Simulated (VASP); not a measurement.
A run of VASP 6.6.1 is set up as follows.

Contents of POSCAR:

```
Fe
1.0
    0.0000000000      1.8140732270      1.8140732270
    1.8140732270      0.0000000000      1.8140732270
    1.8140732270      1.8140732270      0.0000000000
Fe
1
Direct
    0.5000000000      0.5000000000      0.5000000000
```

The input INCAR.step1:

```
PREC = Accurate
ENCUT = 660
ISMEAR = 0
SIGMA = 0.1
LREAL = F
LASPH = T
NELM = 200
ISPIN = 2
MAGMOM = 3.11
LMAXMIX = 4
GGA = PE
ALGO = Normal
EDIFF = 1E-5
LWAVE = T
LCHARG = F
GGA_COMPAT = F
IBRION = 2
ISIF = 3
EDIFFG = -0.005
NELMIN = 4
NSW = 100
KPAR = 4
```

File INCAR.step2:

```
PREC = Accurate
ENCUT = 660
EDIFF = 1E-7
ISMEAR = 0
SIGMA = 0.1
LREAL = F
LASPH = T
NELM = 200
ALGO = Normal
ISIF = 3
LWAVE = F
LCHARG = F
ISPIN = 2
MAGMOM = 3.11
LORBIT = 11
LMAXMIX = 4
METAGGA = R2SCAN
LMIXTAU = T
IBRION = 2
NSW = 100
EDIFFG = -0.01
ISTART = 1
GGA_COMPAT = F
NELMIN = 4
KPAR = 4
```

File KPOINTS:

```
Automatic mesh
0
Gamma
  26 26 26
```

Potentials or basis: VASP PAW PBE potentials, release 64 (Fe).

Command:

```console
$ cat potpaw_PBE.64/Fe/POTCAR > POTCAR
$ cp INCAR.step1 INCAR
$ mpirun -np 4 vasp_std > vasp.out
$ cp INCAR.step2 INCAR
$ mpirun -np 4 vasp_std > vasp.out
```

**Question.** What does it give for the site moments?

**Answer.** Fe +2.86 μB.

**Question.** What does it give for the relaxed cell?

**Answer.** a = 2.577 Å, b = 2.577 Å, c = 2.577 Å, α = 60.00°, β = 60.00°, γ = 60.00°.

Final structure:
```xyz
1
Lattice="0.0000 1.8226 1.8226 1.8226 0.0000 1.8226 1.8226 1.8226 0.0000" Properties=species:S:1:pos:R:3 pbc="T T T"
Fe    1.8226    1.8226    1.8226
```
